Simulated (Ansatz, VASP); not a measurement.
W: VASP beside Ansatz

The input INCAR:

```
SYSTEM = W
PREC     = Accurate       ! precision mode
ENCUT    = 600            ! plane-wave cutoff, eV
EDIFF    = 1E-6           ! SCF threshold, eV
ISMEAR   = 0              ! smearing method
SIGMA    = 0.1            ! smearing width, eV
LREAL    = .FALSE.        ! projectors in reciprocal space
LASPH    = .TRUE.         ! aspherical terms in the spheres
NELM     = 100            ! most SCF steps
ALGO     = Normal         ! electronic algorithm
ISIF     = 3              ! what is computed and relaxed
LWAVE    = .FALSE.        ! write WAVECAR
LCHARG   = .FALSE.        ! write CHGCAR
GGA      = PS             ! functional
IBRION   = 2              ! ionic algorithm
NSW      = 90             ! ionic steps
EDIFFG   = -0.04          ! ionic threshold
```

KPOINTS

```
regular mesh
0
G
  6 6 4
  0 0 0
```

Contents of POSCAR:

```
W
1.0
    3.5666650252      0.0000000000      0.0000000000
   -1.7833325126      3.0888225186      0.0000000000
    0.0000000000      0.0000000000      5.8849972916
W
4
Direct
    0.3333333333      0.6666666667      0.4375000000
    0.6666666667      0.3333333333      0.9375000000
    0.6666666667      0.3333333333      0.5625000000
    0.3333333333      0.6666666667      0.0625000000
```

Input for Ansatz:

```yaml
crystal:
  lattice:
    - [3.5666650252, 0.0, 0.0]
    - [-1.7833325126, 3.0888225186, 0.0]
    - [0.0, 0.0, 5.8849972916]
  atoms:
    - { symbol: W, position: [0.3333333333, 0.6666666667, 0.4375] }
    - { symbol: W, position: [0.6666666667, 0.3333333333, 0.9375] }
    - { symbol: W, position: [0.6666666667, 0.3333333333, 0.5625] }
    - { symbol: W, position: [0.3333333333, 0.6666666667, 0.0625] }
basis:
  ecutwfc: 420
kpoints:
  mp_grid: { grid: [6, 6, 4] }
hamiltonian:
  xc: pbesol
scf:
  occupations: { method: gaussian, width: 0.1 }
  lower_state_search: "off"
output:
  forces: true
  stress: true
  eigenvalues: true
relax:
  adjacent_minimum: "off"
  f_tol: 0.04
  max_steps: 70
  cell: { stress_tol: 0.4 }
```

Alike in both runs: task relaxation of cell and atoms; functional PBEsol; k mesh 6 × 6 × 4; occupations gaussian, width 0.1 eV; no spin polarisation.

|  | VASP | Ansatz |
| --- | --- | --- |
| version | VASP 6.6.1 | Ansatz 0.2.0 |
| potentials or method | VASP PAW PBE potentials, release 64 (W_sv), cutoff 600 eV | scalar-relativistic, plane waves, PAW |
| valence electrons in the cell | 56 | 56 |

Ansatz gave:

* gap on the k mesh at the Fermi level, each at its own relaxed structure (eV): none
* relaxed volume (Å³/atom): 16.44
* relaxed cell length with the largest relative difference (Å): 10.036

Task: What did VASP give for the same quantities?

Result: gap on the k mesh at the Fermi level, each at its own relaxed structure (eV): none; relaxed volume (Å³/atom): 16.47; relaxed cell length with the largest relative difference (Å): 10.015.

VASP's potentials were made for PBE, not for PBEsol. A gap of «none» marks a metal or a gap that the smearing closes.

Spin-orbit coupling is off throughout.
